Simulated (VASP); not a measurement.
A run of VASP 6.6.1 is set up as follows.

The input INCAR:

```
SYSTEM = Ba
AGGAC = 0.0
ALDAC = 0.0
ALGO = Normal
EDIFF = 1E-6
ENCUT = 520
GGA = PE
ISIF = 2
ISMEAR = -1
LASPH = .TRUE.
LCHARG = .FALSE.
LREAL = .FALSE.
LWAVE = .FALSE.
NBANDS = 11
NELM = 60
PREC = Accurate
SIGMA = 0.15
```

KPOINTS

```
k-points
0
G
  8 8 8
  0 0 0
```

Contents of POSCAR:

```
Ba
1.0
   -2.5065000000      2.5065000000      2.5065000000
    2.5065000000     -2.5065000000      2.5065000000
    2.5065000000      2.5065000000     -2.5065000000
Ba
1
Direct
    0.0000000000      0.0000000000      0.0000000000
```

Potentials or basis: VASP PAW PBE potentials, release 64 (Ba_sv).

The run is started by

```console
$ cat potpaw_PBE.64/Ba_sv/POTCAR > POTCAR
$ mpirun -np 1 vasp_std > vasp.out
```

(1) What does it give for the band gap on the k mesh?

(2) Estimate the pressure.

Results:

(1) zero (band 5 reaches 3.53 eV, above the bottom of band 6 at 2.39 eV).

(2) 2.5 GPa.

Caveat: spin-orbit coupling is left out, which moves the levels of the heavy elements.
